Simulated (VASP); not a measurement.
# WC63 (a cell with a defect) in VASP: single point with PBEsol

Aim: the single point of WC63 (a cell with a defect) with PBEsol.

All numbers are computed with VASP 6.6.1; they aren't measurements. Logs are shortened: lines on timing, memory, paths and dates and some standing lists are left out, and cuts for length are marked.

**1. The cell of the first run**

The cell holds a defect, 64 atoms: a = 7.108 Å, b = 7.108 Å, c = 7.108 Å, α = 90.00°, β = 90.00°, γ = 90.00°.

**2. Single point, PBEsol, collinear spin**

Input file INCAR:

```
PREC     = Accurate       # precision mode
ENCUT    = 520            # plane-wave cutoff, eV
EDIFF    = 1E-6           # SCF threshold, eV
ISMEAR   = -1             # smearing method
SIGMA    = 0.05           # smearing width, eV
LREAL    = Auto         
LASPH    = True           # aspherical terms in the spheres
NELM     = 200            # most SCF steps
ALGO     = Normal         # electronic algorithm
ISIF     = 2              # what is computed and relaxed
LWAVE    = False          # write WAVECAR
LCHARG   = False          # write CHGCAR
ISPIN    = 2              # spin polarisation
MAGMOM   = 0 0 0 0 0 0 0 0 0 0 0 0 0 0 0.4 0 0 0 0 0 0 0 0 0 0.4 0 0 0 0 0 0 0 0 0 0 0 0 0 0 0 0 0.4 0 0 0 0 0 0 0 0 0 0 0 0 0 0 0 0 0 0.4 0 0 0 0.4 # initial moments
LORBIT   = 11             # projections on sites
LMAXMIX  = 4              # l up to which the mixer works
GGA      = PS             # functional
NBANDS   = 175            # bands
ISYM     = -1           
GGA_COMPAT= False
```

Input file KPOINTS:

```
explicit points
1
Reciprocal
  0.25000000   0.25000000   0.25000000 1
```

Input file POSCAR:

```
WC63
1.0
    7.1076060000      0.0000000000      0.0000000000
    0.0000000000      7.1076060000      0.0000000000
    0.0000000000      0.0000000000      7.1076060000
C W
63 1
Direct
    0.9996540000      0.0000740000      0.9996600000
    0.9993470000      0.9997730000      0.4996510000
    0.9993580000      0.5000860000      0.9993470000
    0.9996950000      0.5001610000      0.4997050000
    0.4996940000      0.9997660000      0.9993470000
    0.4997340000      0.0001270000      0.4997000000
    0.4997370000      0.5001500000      0.9997020000
    0.1252340000      0.1256680000      0.1252310000
    0.1207690000      0.1211860000      0.6244400000
    0.1207580000      0.6248840000      0.1207420000
    0.1241900000      0.6250790000      0.6246340000
    0.6244580000      0.1211880000      0.1207670000
    0.6246550000      0.1246120000      0.6246390000
    0.6246500000      0.6250760000      0.1241830000
    0.6481090000      0.6485250000      0.6480910000
    0.2491880000      0.2496060000      0.0007300000
    0.2428730000      0.2433210000      0.5026510000
    0.2490440000      0.7504800000      0.9986510000
    0.2436410000      0.7564710000      0.4978110000
    0.7500600000      0.2494710000      0.9986600000
    0.7560250000      0.2440930000      0.4978260000
    0.7500800000      0.7504770000      0.0004260000
    0.7557080000      0.7561330000      0.5028070000
    0.3752730000      0.3757030000      0.1238110000
    0.3486190000      0.3490510000      0.6526130000
    0.3751160000      0.8793760000      0.1208570000
    0.3752560000      0.8763120000      0.6250310000
    0.8789600000      0.3755470000      0.1208710000
    0.8759100000      0.3756730000      0.6250480000
    0.8746120000      0.8750420000      0.1250250000
    0.8782260000      0.8786360000      0.6245370000
    0.2491780000      0.0011550000      0.2491590000
    0.2490520000      0.9990690000      0.7500480000
    0.2428650000      0.5031030000      0.2428590000
    0.2436560000      0.4982780000      0.7560280000
    0.7500480000      0.9990690000      0.2490450000
    0.7500810000      0.0008430000      0.7500580000
    0.7560320000      0.4982590000      0.2436340000
    0.7557180000      0.5032620000      0.7557070000
    0.3752740000      0.1242510000      0.3752480000
    0.3751270000      0.1212900000      0.8789530000
    0.3486110000      0.6530480000      0.3485960000
    0.3752510000      0.6254800000      0.8758970000
    0.8789520000      0.1213080000      0.3751040000
    0.8746180000      0.1254490000      0.8746240000
    0.8759000000      0.6254890000      0.3752230000
    0.8782380000      0.6249710000      0.8782250000
    0.0007320000      0.2496110000      0.2491740000
    0.9986630000      0.2494660000      0.7500530000
    0.9986490000      0.7504760000      0.2490170000
    0.0004300000      0.7504870000      0.7500610000
    0.5026690000      0.2433100000      0.2428650000
    0.4978410000      0.2440890000      0.7560280000
    0.4978290000      0.7564570000      0.2436320000
    0.5028340000      0.7561360000      0.7557010000
    0.1238200000      0.3757100000      0.3752510000
    0.1208800000      0.3755370000      0.8789470000
    0.1208640000      0.8793840000      0.3750810000
    0.1250200000      0.8750390000      0.8746190000
    0.6526440000      0.3490330000      0.3485680000
    0.6250700000      0.3756710000      0.8759050000
    0.6250550000      0.8763050000      0.3752340000
    0.6245700000      0.8786310000      0.8782170000
    0.4959420000      0.4963430000      0.4958890000
```

Potentials or basis: VASP PAW PBE potentials, release 64 (C, W_sv).

Command:

```console
> cat potpaw_PBE.64/C/POTCAR potpaw_PBE.64/W_sv/POTCAR > POTCAR
> mpirun -np 1 vasp_std > vasp.out
```

OUTCAR:

```text
PREC = Accurate
   ENCUT = 520
   EDIFF = 1E-6
   ISMEAR = -1
   LREAL = Auto
   LASPH = True
   NELM = 200
   ISIF = 2
   ISPIN = 2
   LORBIT = 11
   GGA = PS
   ISYM = -1

 ion  position               nearest neighbor table
   1  1.000  0.000  1.000-  30 1.54  59 1.54  45 1.54   8 1.55
   2  0.999  1.000  0.500-  58 1.50  44 1.50  31 1.51   9 1.51
   3  0.999  0.500  0.999-  28 1.50  57 1.50  47 1.51  10 1.51
   4  1.000  0.500  0.500-  56 1.53  46 1.53  29 1.53  11 1.54
   5  0.500  1.000  0.999-  26 1.50  41 1.50  63 1.51  12 1.51
   6  0.500  0.000  0.500-  40 1.53  62 1.53  27 1.53  13 1.54
[... 8 lines left out ...]
  15  0.648  0.649  0.648-  39 1.50  23 1.50  55 1.50  64 1.87
  16  0.249  0.250  0.001-   8 1.53  24 1.54  57 1.54  41 1.54
  17  0.243  0.243  0.503-   9 1.50  25 1.51  56 1.56  40 1.56  64 2.54
[... 31 lines left out ...]
  49  0.999  0.249  0.750-  45 1.53  29 1.53   9 1.54  57 1.55
  50  0.999  0.750  0.249-  30 1.53  46 1.53  10 1.54  58 1.55
  51  0.000  0.750  0.750-  59 1.53  11 1.54  47 1.54  31 1.54
  52  0.503  0.243  0.243-  12 1.50  60 1.51  40 1.56  24 1.56  64 2.54
  53  0.498  0.244  0.756-  25 1.49  41 1.51  13 1.55  61 1.56  64 2.58
  54  0.498  0.756  0.244-  42 1.49  26 1.51  14 1.55  62 1.56  64 2.58
  55  0.503  0.756  0.756-  15 1.50  63 1.50  27 1.55  43 1.55  64 2.61
  56  0.124  0.376  0.375-   4 1.53  48 1.54  34 1.56  17 1.56
  57  0.121  0.376  0.879-   3 1.50  35 1.51  16 1.54  49 1.55
  58  0.121  0.879  0.375-   2 1.50  19 1.51  32 1.54  50 1.55
  59  0.125  0.875  0.875-  18 1.53  33 1.53  51 1.53   1 1.54
  60  0.653  0.349  0.349-  38 1.49  21 1.49  52 1.51  64 1.85
  61  0.625  0.376  0.876-   7 1.53  20 1.53  39 1.55  53 1.56
  62  0.625  0.876  0.375-   6 1.53  36 1.53  23 1.55  54 1.56
  63  0.625  0.879  0.878-  55 1.50   5 1.51  22 1.54  37 1.54
  64  0.496  0.496  0.496-  42 1.85  60 1.85  25 1.85  15 1.87  52 2.54  17 2.54  34 2.54  21 2.58
                            38 2.58  54 2.58  53 2.58  35 2.58  19 2.58  23 2.61  39 2.61  55 2.61

IMPORTANT INFORMATION: All symmetrisations will be switched off!
NOSYMM: (Re-)initialisation of all symmetry stuff for point group C_1.

----------------------------------------------------------------------------------------

                                     Primitive cell

  volume of cell :     359.0625

  direct lattice vectors                    reciprocal lattice vectors
     7.107606000  0.000000000  0.000000000     0.140694349  0.000000000  0.000000000
     0.000000000  7.107606000  0.000000000     0.000000000  0.140694349  0.000000000
     0.000000000  0.000000000  7.107606000     0.000000000  0.000000000  0.140694349

  length of vectors
     7.107606000  7.107606000  7.107606000     0.140694349  0.140694349  0.140694349

  position of ions in fractional coordinates (direct lattice)
     0.999654000  0.000074000  0.999660000
     0.999347000  0.999773000  0.499651000
     0.999358000  0.500086000  0.999347000
     0.999695000  0.500161000  0.499705000
     0.499694000  0.999766000  0.999347000
     0.499734000  0.000127000  0.499700000
[... 56 lines left out ...]
     0.624570000  0.878631000  0.878217000
     0.495942000  0.496343000  0.495889000

  ion indices of the primitive-cell ions
   primitive index   ion index
                 1           1
                 2           2
                 3           3
                 4           4
                 5           5
                 6           6
[... 56 lines left out ...]
                63          63
                64          64

----------------------------------------------------------------------------------------

 KPOINTS: explicit points

Read explicit list of k-points.

 Found      1 k-points:

 Following reciprocal coordinates:
            Coordinates               Weight
  0.250000  0.250000  0.250000      1.000000
[... 22 lines left out ...]
   IBRION =     -1    ionic relax: 0-MD 1-quasi-New 2-CG
   NFREE  =      0    steps in history (QN), initial steepest desc. (CG)
   ISIF   =      2    stress and relaxation
   ISYM   =     -1    0-nonsym 1-usesym 2-fastsym
   POTIM  = 0.5000    time-step for ionic-motion
   TEBEG  =    0.0;   TEEND  =   0.0 temperature during run
   PSTRESS=    0.0 pullay stress
   NELECT =     266.0000    total number of electrons
   NUPDOWN=      -1.0000    fix difference up-down
   EMIN   =  10.00;   EMAX   =-10.00  energy-range for DOS
   EFERMI =   0.00;   METHOD = LEGACY
   ISMEAR =    -1;   SIGMA  =   0.05  broadening in eV -4-tet -1-fermi 0-gaus
   EFERMI_NEDOS =   21; number of points for ismear=-14 and -15
   IALGO  =     38    algorithm
   IMIX   =      4    mixing-type and parameters
     AMIX     =   0.40;   BMIX     =  1.00
     AMIX_MAG =   1.60;   BMIX_MAG =  1.00
  volume/ion in A,a.u.               =       5.61        37.86
  Fermi-wavevector in a.u.,A,eV,Ry     =   1.481308  2.799266 29.854901  2.194273
  Thomas-Fermi vector in A             =   2.595234
   LORBIT       =     11    0 simple, 1 ext, 2 COOP (PROOUT), +10 PAW based schemes
   GGA     = PS    functional components
   LHFCALC =     F    Hartree Fock is set to
   AEXX    =    0.0000 exact exchange contribution
   IVDW    =     0    specifies the selected vdW correction
   LEPSILON=     F    determine dielectric tensor
   LRPA    =     F    only Hartree local field effects (RPA)
 spin polarized calculation
  energy-cutoff  :      520.00
  volume of cell :      359.06
 maximum number of plane-waves:      9651
 NGX is ok and might be reduce to    54
   NGX = 27   NGY = 27   NGZ = 27

 number of electron     266.0000003 magnetization       2.0000227

 Free energy of the ion-electron system (eV)
  ---------------------------------------------------
  ext. energy  EPLUGINS =         0.00000000
  ---------------------------------------------------
  free energy    TOTEN  =      -605.97083355 eV

  energy without entropy =     -605.97081265  energy(sigma->0) =     -605.97082310

 E-fermi :  12.4902     XC(G=0): -13.6324

 val. band max:       11.9049534959   @ k =   0.2500   0.2500   0.2500
 cond. band min:      13.0754470796   @ k =   0.2500   0.2500   0.2500
 fundamental gap:      1.1704935837
 Fermi energy:        12.4901609902

 spin component 1

 k-point     1 :       0.2500    0.2500    0.2500
  band No.  band energies     occupation
      1     -61.3227      1.00000
      2     -26.3392      1.00000
      3     -26.2886      1.00000
      4     -26.2885      1.00000
      5     -11.1207      1.00000
      6     -10.0380      1.00000
[... 137 lines left out ...]
    144      16.1680      0.00000
    145      16.1682      0.00000
 Fermi energy:        12.4901609902

 spin component 2

 k-point     1 :       0.2500    0.2500    0.2500
  band No.  band energies     occupation
      1     -60.7185      1.00000
      2     -25.5162      1.00000
      3     -25.5159      1.00000
      4     -25.4803      1.00000
      5     -11.1059      1.00000
      6     -10.0244      1.00000
[... 137 lines left out ...]
    144      16.2505      0.00000
    145      16.2507      0.00000
 [bands above 145 left out]

------------------------ aborting loop because EDIFF is reached ----------------------------------------

  FORCE on cell =-STRESS in cart. coord.  units (eV):
  Direction    XX          YY          ZZ          XY          YZ          ZX
  --------------------------------------------------------------------------------------
  -------------------------------------------------------------------------------------
  Total       45.5641636     45.5466271     45.5743262     -5.1989164     -5.2016199     -5.1578802
  in kB      203.3124383    203.2341887    203.3577851    -23.1981513    -23.2102149    -23.0150435
  external PRESSURE =     203.3014707 kB  Pullay stress =       0.0000000 kB

 VOLUME and BASIS-vectors are now :
 -----------------------------------------------------------------------------
  energy-cutoff  :      520.00
  volume of cell :      359.06
      direct lattice vectors                 reciprocal lattice vectors
     7.107606000  0.000000000  0.000000000     0.140694349  0.000000000  0.000000000
     0.000000000  7.107606000  0.000000000     0.000000000  0.140694349  0.000000000
     0.000000000  0.000000000  7.107606000     0.000000000  0.000000000  0.140694349

 POSITION                                       TOTAL-FORCE (eV/Angst)
 -----------------------------------------------------------------------------------
      7.10515      0.00053      7.10519         0.003658      0.001581      0.002204
      7.10296      7.10599      3.55132         0.010023      0.005313      0.007018
      7.10304      3.55441      7.10296         0.010390     -0.000182      0.007899
      7.10544      3.55495      3.55171         0.005760     -0.002714      0.007470
      3.55163      7.10594      7.10296         0.003150      0.005070      0.007187
      3.55191      0.00090      3.55167         0.001041     -0.002288      0.006603
[... 56 lines left out ...]
      4.43920      6.24496      6.24202        -0.008428      0.006212      0.001556
      3.52496      3.52781      3.52458         0.004651      0.006030      0.007351
 -----------------------------------------------------------------------------------
    total drift:                               -0.004077      0.007597     -0.003887

  FREE ENERGIE OF THE ION-ELECTRON SYSTEM (eV)
  ---------------------------------------------------
  free  energy   TOTEN  =      -605.9708335461 eV

  energy  without entropy=     -605.9708126514  energy(sigma->0) =     -605.97082310

 total charge

# of ion       s       p       d       tot
------------------------------------------
    1        0.826   1.748   0.000   2.574
    2        0.838   1.819   0.000   2.657
    3        0.838   1.819   0.000   2.658
    4        0.827   1.762   0.000   2.589
    5        0.838   1.819   0.000   2.657
    6        0.827   1.762   0.000   2.589
[... 56 lines left out ...]
   63        0.830   1.784   0.000   2.614
   64        2.557   6.354   4.385  13.297
--------------------------------------------------
tot         54.873 117.937   4.385 177.195

 magnetization (x)

# of ion       s       p       d       tot
------------------------------------------
    1       -0.000  -0.000   0.000  -0.000
    2        0.000   0.003   0.000   0.003
    3        0.000   0.003   0.000   0.003
    4       -0.000   0.000   0.000  -0.000
    5        0.000   0.003   0.000   0.003
    6       -0.000   0.000   0.000  -0.000
[... 56 lines left out ...]
   63        0.000   0.005   0.000   0.005
   64        0.020   0.003   1.343   1.366
--------------------------------------------------
tot          0.104   0.142   1.343   1.589
```

Wall time 4.6 min (1 thread of Intel Xeon Platinum 8259CL at 2.50GHz (Skylake/Cascade Lake), shared host); peak memory 0.54 GiB.

Results:

| Item | Value |
| --- | --- |
| Free energy | -605.9708 eV |
| Pressure | 20.3 GPa |
| Largest force | 0.104 eV/Å |
| Band gap on the k mesh | 1.17 eV |
| Net moment | 2.00 μB per cell |
| Site moments | C -0.00, +0.00, +0.01, -0.02, +0.03, +0.02 (each value once); W +1.37 μB |
| Valence electrons inside the program's atomic spheres | C 2.57, 2.66, 2.59, 2.61, 2.74, 2.58, 2.60, 2.56 (each value once); W 13.30 |

Forces on the atoms (eV/Å):
```
C    0.004  0.002  0.002
C    0.010  0.005  0.007
C    0.010  0.000  0.008
C    0.006 -0.003  0.007
C    0.003  0.005  0.007
C    0.001 -0.002  0.007
C    0.001  0.000  0.000
C   -0.002 -0.007 -0.004
C   -0.003  0.000 -0.011
C   -0.001 -0.011  0.000
C    0.003 -0.005 -0.003
C   -0.012 -0.002 -0.005
C   -0.004  0.004 -0.003
C   -0.005 -0.007  0.003
C    0.048  0.051  0.050
C   -0.004 -0.003 -0.010
C   -0.001 -0.005 -0.017
C   -0.003  0.000  0.006
C   -0.004  0.002  0.014
C    0.000 -0.005  0.007
C    0.011 -0.010  0.015
C   -0.002  0.003 -0.010
C    0.000  0.000 -0.012
C    0.006  0.006  0.002
C   -0.059 -0.059  0.053
C    0.008  0.004 -0.001
C    0.002  0.001 -0.003
C    0.002  0.007 -0.004
C   -0.003  0.007 -0.007
C    0.004 -0.002  0.002
C    0.003  0.006 -0.007
C   -0.001 -0.004  0.000
C   -0.005  0.014 -0.001
C    0.003 -0.021  0.001
C   -0.006  0.013  0.002
C    0.002  0.015 -0.006
C   -0.002 -0.006  0.000
C    0.006  0.019 -0.006
C    0.002 -0.022  0.001
C    0.003  0.002  0.007
C    0.005  0.001  0.000
C   -0.064  0.055 -0.061
C    0.002 -0.002 -0.006
C    0.001 -0.002  0.007
C    0.006 -0.001  0.001
C   -0.006 -0.006  0.003
C   -0.002 -0.004 -0.003
C   -0.008 -0.002 -0.004
C    0.007 -0.004 -0.002
C    0.010  0.002 -0.001
C   -0.007  0.000  0.000
C   -0.019 -0.004 -0.004
C    0.014 -0.009  0.007
C    0.014  0.004 -0.004
C   -0.013 -0.001 -0.001
C    0.001  0.006  0.008
C   -0.001  0.010  0.001
C    0.001  0.002  0.010
C    0.007  0.000  0.000
C    0.049 -0.059 -0.051
C   -0.009  0.006 -0.004
C   -0.007  0.003  0.004
C   -0.008  0.006  0.002
W    0.005  0.006  0.007
```

Levels at points of the mesh, in eV from the valence-band top:
Spin up:
```
           k point  band 130  band 131  band 132  band 133  band 134  band 135  band 136  band 137  band 138  band 139
(0.25, 0.25, 0.25)     -2.37     -2.23     -2.22      0.00      0.00      2.66      2.73      2.73      3.26      3.40
```
Spin down:
| k point | band 130 | band 131 | band 132 | band 133 | band 134 | band 135 |
| --- | --- | --- | --- | --- | --- | --- |
| (0.25, 0.25, 0.25) | -2.22 | -2.10 | -2.10 | 1.17 | 1.17 | 2.85 |

Caveat: the PAW data sets were made with another functional, which shifts forces and pressure a little; spin-orbit coupling is left out, which moves the levels of the heavy elements.
